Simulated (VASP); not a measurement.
Write the native input for VASP 6.6.1 that does the following.

| Item | Value |
| --- | --- |
| Task | single point |
| Functional | PBE |
| Potentials or basis | VASP PAW PBE potentials, release 64 (Ta_pv, N) |
| Cutoff | 520 eV |
| k mesh | 9 × 9 × 9 |
| Occupations | fermi-dirac, width 0.02 eV |
| Spin | no spin polarisation |
| Dipole correction | no |
| Further INCAR settings | ALGO = Normal; EDIFF = 1e-06; NBANDS = 15 |

The structure of TaN lies in POSCAR:

```
TaN
1.0
    0.0000000000      2.1790000000      2.2443700000
    2.1790000000      0.0000000000      2.2443700000
    2.1790000000      2.1790000000      0.0000000000
Ta N
1 1
Direct
    0.5000000000      0.5000000000      0.5000000000
    0.0000000000      0.0000000000      0.0000000000
```

This cell differs from its parent crystal: zz strain of +3 %.

One way to write it, as run:

INCAR

```
SYSTEM = TaN
PREC = Accurate
ENCUT = 520
EDIFF = 1E-6
ISMEAR = -1
SIGMA = 0.02
LREAL = .FALSE.
LASPH = .TRUE.
NELM = 60
ALGO = Normal
ISIF = 2
LWAVE = .FALSE.
LCHARG = .FALSE.
GGA = PE
NBANDS = 15
```

KPOINTS

```
regular mesh
0
G
  9 9 9
  0 0 0
```

Potentials or basis: VASP PAW PBE potentials, release 64 (Ta_pv, N).

The run is started by

```bash
$ cat potpaw_PBE.64/Ta_pv/POTCAR potpaw_PBE.64/N/POTCAR > POTCAR
$ mpirun -np 1 vasp_std > vasp.out
```

It gave:

```json
{
  "Pressure": "5.1 GPa",
  "Band gap on the k mesh": "zero (band 8 reaches 11.06 eV, above the bottom of band 9 at 7.55 eV)"
}
```

Caveat: the cell differs from its parent crystal (zz strain of +3 %); spin-orbit coupling is left out, which moves the levels of the heavy elements.

Run time: 36 s on 1 thread of AMD EPYC 7R13 (shared host), peak memory 0.13 GiB.
